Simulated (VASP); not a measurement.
Set up this calculation in VASP 6.6.1, as the native input.

```yaml
Task: single point
Functional: PBEsol
Potentials_or_basis: VASP PAW PBE potentials, release 64 (W_sv, S)
Cutoff: 520 eV
k_mesh: 12 × 12 × 2
Occupations: gaussian, width 0.05 eV
Spin: no spin polarisation
Dipole_correction: no
Further_INCAR_settings: ALGO = Normal; EDIFF = 1e-07; NBANDS = 35
```

The structure of WS2 lies in POSCAR:

```
WS2
1.0
    3.1180283786      0.0000000000      0.0000000000
   -1.5590141893      2.7002917856      0.0000000000
    0.0000000000      0.0000000000     12.5828033276
W S
2 4
Direct
    0.3333333333      0.6666666667      0.2500000000
    0.6666666667      0.3333333333      0.7500000000
    0.3333333333      0.6666666667      0.6265487320
    0.6666666667      0.3333333333      0.1265487320
    0.3333333333      0.6666666667      0.8734512680
    0.6666666667      0.3333333333      0.3734512680
```

This cell differs from its parent crystal: atoms shifted along a free coordinate.

One way to write it, as run:

INCAR

```
SYSTEM = WS2
  PREC = Accurate
  ENCUT = 520
  EDIFF = 1E-7
  ISMEAR = 0
  SIGMA = 0.05
  LREAL = .False.
  LASPH = .True.
  NELM = 60
  ALGO = Normal
  ISIF = 2
  LWAVE = .False.
  LCHARG = .False.
  GGA = PS
  NBANDS = 35
```

KPOINTS

```
regular mesh
0
Gamma
  12 12 2
  0 0 0
```

Potentials or basis: VASP PAW PBE potentials, release 64 (W_sv, S).

The run is started by

```bash
$ cat potpaw_PBE.64/W_sv/POTCAR potpaw_PBE.64/S/POTCAR > POTCAR
$ mpirun -np 1 vasp_std > vasp.out
```

Results of the run:

```json
{
  "Pressure": "4.9 GPa",
  "Largest force": "0.537 eV/Å",
  "Band gap on the k mesh": "1.10 eV (least direct gap 1.93 eV)"
}
```

Caveat: the cell differs from its parent crystal (atoms shifted along a free coordinate); the cell stands under pressure; the PAW data sets were made with another functional, which shifts forces and pressure a little; spin-orbit coupling is left out, which moves the levels of the heavy elements; this functional lacks dispersion, which binds the layers, so the pressure and a relaxed spacing across them are unreliable.

Wall time 4 min on 1 thread of Intel Xeon 8259CL, with other jobs on the host, peak memory 0.29 GiB.
